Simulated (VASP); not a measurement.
# CuSi16 (a cell with a defect): single point with PBEsol

CuSi16 (a cell with a defect):

```
Si Cu
1.0
     0.00000    5.43000    5.43000
     5.43000    0.00000    5.43000
     5.43000    5.43000    0.00000
Si Cu
16 1
Cartesian
  -0.1447 0.1804 -0.1506
  1.2955 1.3075 1.2938
  2.7793 2.6841 -0.0891
  4.1393 4.1362 1.2659
  2.6496 -0.0174 2.6476
  3.9188 1.4922 3.9156
  5.4224 2.7826 2.6598
  6.8149 4.0325 4.0549
  -0.0941 2.6728 2.7826
  1.2677 4.1338 4.1415
  2.7545 5.5020 2.7429
  4.1868 6.6332 4.1945
  2.6628 2.7831 5.4220
  4.0588 4.0278 6.8179
  5.5552 5.3231 5.5564
  6.8267 6.8289 6.8242
  2.0306 3.3914 2.0420
```

```json
{
 "Program": "VASP 6.6.1",
 "Task": "single point",
 "Functional": "PBEsol",
 "Potentials or basis": "VASP PAW PBE potentials, release 64 (Si, Cu)",
 "Cutoff": "520 eV",
 "k mesh": "2 × 2 × 2",
 "Occupations": "fermi-dirac, width 0.02 eV",
 "Spin": "no spin polarisation",
 "Dipole correction": "no",
 "Charge": "1",
 "Further INCAR settings": "LREAL = Auto; ALGO = Normal; EDIFF = 1e-06; NBANDS = 52; NELECT = 74.0"
}
```

| Property | Result |
| --- | --- |
| Largest force | 0.052 eV/Å |

Forces in eV/Å, atoms in the order of the input:
```
Si  -0.009 -0.010  0.024
Si  -0.018  0.011 -0.004
Si  -0.003 -0.032 -0.016
Si   0.030  0.012 -0.015
Si   0.008 -0.004  0.000
Si  -0.010 -0.004  0.006
Si   0.002  0.010 -0.006
Si   0.000 -0.010 -0.001
Si   0.017  0.005  0.012
Si  -0.010  0.008 -0.026
Si  -0.020  0.006  0.048
Si  -0.020  0.008 -0.008
Si   0.010 -0.005  0.000
Si  -0.012  0.001 -0.003
Si   0.004 -0.003  0.007
Si   0.000  0.004  0.002
Cu   0.029  0.002 -0.019
```

Levels at points of the mesh, in eV from the Fermi level:
| k point | band 34 | band 35 | band 36 | band 37 | band 38 | band 39 | band 40 | band 41 |
| --- | --- | --- | --- | --- | --- | --- | --- | --- |
| (0.00, 0.00, 0.00) | -1.09 | -0.50 | -0.16 | -0.07 | 0.07 | 0.14 | 0.48 | 0.51 |
| (0.50, 0.00, 0.00) | -1.05 | -0.96 | -0.87 | -0.70 | 0.62 | 0.98 | 1.04 | 1.23 |
| (0.00, 0.50, 0.00) | -0.88 | -0.87 | -0.55 | -0.42 | 0.54 | 0.92 | 1.41 | 1.42 |
| (0.00, 0.00, 0.50) | -1.05 | -0.97 | -0.88 | -0.71 | 0.61 | 0.98 | 1.04 | 1.22 |
| (0.50, 0.50, 0.50) | -1.05 | -0.95 | -0.87 | -0.66 | 0.62 | 0.99 | 1.06 | 1.25 |
| (0.50, 0.50, 0.00) | -1.65 | -1.44 | -1.41 | -1.14 | 0.68 | 0.78 | 1.84 | 2.04 |
| (0.00, 0.50, 0.50) | -1.65 | -1.44 | -1.41 | -1.15 | 0.68 | 0.78 | 1.84 | 2.04 |
| (0.50, 0.00, 0.50) | -1.66 | -1.44 | -1.43 | -1.10 | 0.68 | 0.77 | 1.83 | 2.05 |

It took 11 min on 1 thread of Intel Xeon 8259CL, on a shared host, peak memory 0.5 GiB.

Caveat: the k points lie up to 0.50 Å⁻¹ apart; the cell carries a net charge on a neutralising background, which shifts energy and pressure; the cell is charged against a uniform background, so pressure and absolute levels hang on convention; the PAW data sets were made with another functional, which shifts forces and pressure a little.
